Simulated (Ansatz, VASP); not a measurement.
**Ge2H in VASP and in Ansatz**

```xyz
3
Lattice="4.0227 0.0000 0.0000 -2.0113 3.4838 0.0000 0.0000 0.0000 17.6843" Properties=species:S:1:pos:R:3 pbc="T T T"
Ge    0.0000    2.3225    4.6843
Ge    2.0113    1.1613    4.0000
H     3.3522    0.3871    7.2543
```

Alike in both runs: task single point; functional PBE; dispersion D3(BJ); k mesh 9 × 9 × 1; occupations gaussian, width 0.1 eV; collinear spin.

```csv
,VASP,Ansatz
version,VASP 6.6.1,Ansatz 0.2.0
potentials or method,"VASP PAW PBE potentials, release 64 (Ge_d, H), cutoff 520 eV","scalar-relativistic, plane waves, PAW"
valence electrons in the cell,29,29
```

VASP gave:

- gap on the k mesh at the Fermi level (eV): 0.06
- least direct gap on the mesh (eV): 0.06
- rms of the force components (eV/Å): 0.050
- net moment per atom (μB): 0.33
- size of the moment on the site where the two differ most (μB): 0.37

What did Ansatz give for the same quantities?

gap on the k mesh at the Fermi level (eV): 0.06; least direct gap on the mesh (eV): 0.06; rms of the force components (eV/Å): 0.049; net moment per atom (μB): 0.33; size of the moment on the site where the two differ most (μB): 0.87.

Site moments also hang on the region over which each program counts them. Atom by atom the forces differ by 0.000 eV/Å (rms over components).
